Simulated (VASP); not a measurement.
SiC: single point with PBE

The system is SiC.

```xyz
8
Lattice="-3.0760 0.0000 0.0000 -1.5380 -2.6639 0.0000 0.0000 0.0000 9.9460" Properties=species:S:1:pos:R:3 pbc="T T T"
Si   -1.5380   -0.8880    6.6003
Si   -1.5380   -0.8880    1.5523
Si   -3.0760   -1.7759    9.1243
Si   -3.0760   -1.7759    4.0763
C    -1.5380   -0.8880    8.5437
C    -1.5380   -0.8880    3.4957
C    -3.0760   -1.7759    0.9717
C    -3.0760   -1.7759    6.0197
```

```
Program                : VASP 6.6.1
Task                   : single point
Functional             : PBE
Potentials or basis    : VASP PAW PBE potentials, release 64 (Si, C)
Cutoff                 : 600 eV
k mesh                 : 10 × 10 × 3
Occupations            : gaussian, width 0.05 eV
Spin                   : no spin polarisation
Dipole correction      : no
Further INCAR settings : ALGO = Normal; EDIFF = 1e-06; NBANDS = 26
```

| Item | Value |
| --- | --- |
| Pressure | 7.3 GPa |
| Largest force | 1.732 eV/Å |
| Band gap on the k mesh | 2.45 eV |

Forces on the atoms (eV/Å):
```
Si   0.000  0.000  0.885
Si   0.000  0.000  1.325
Si   0.000  0.000 -1.732
Si   0.000  0.000  0.899
C    0.000  0.000 -1.150
C    0.000  0.000 -0.899
C    0.000  0.000  1.557
C    0.000  0.000 -0.884
```

Stress tensor (GPa, compression positive):
```
 5.47  0.00  0.00
 0.00  5.47  0.00
 0.00  0.00 11.02
```

Levels at points of the mesh, in eV from the valence-band top:
| k point | band 14 | band 15 | band 16 | band 17 | band 18 | band 19 |
| --- | --- | --- | --- | --- | --- | --- |
| (0.00, 0.00, 0.00) | -0.22 | -0.22 | 0.00 | 4.47 | 5.55 | 5.79 |
| (0.50, 0.00, 0.00) | -2.42 | -2.19 | -1.41 | 2.46 | 3.21 | 3.26 |

It took 47 s on 1 thread of AMD EPYC 9R45 96-Core Processor (Zen 5) (shared host), peak memory 0.23 GiB.

Caveat: forces of over 1 eV/Å act on the atoms, so gaps and moduli don't describe the material at rest. A k mesh can miss the band edges.
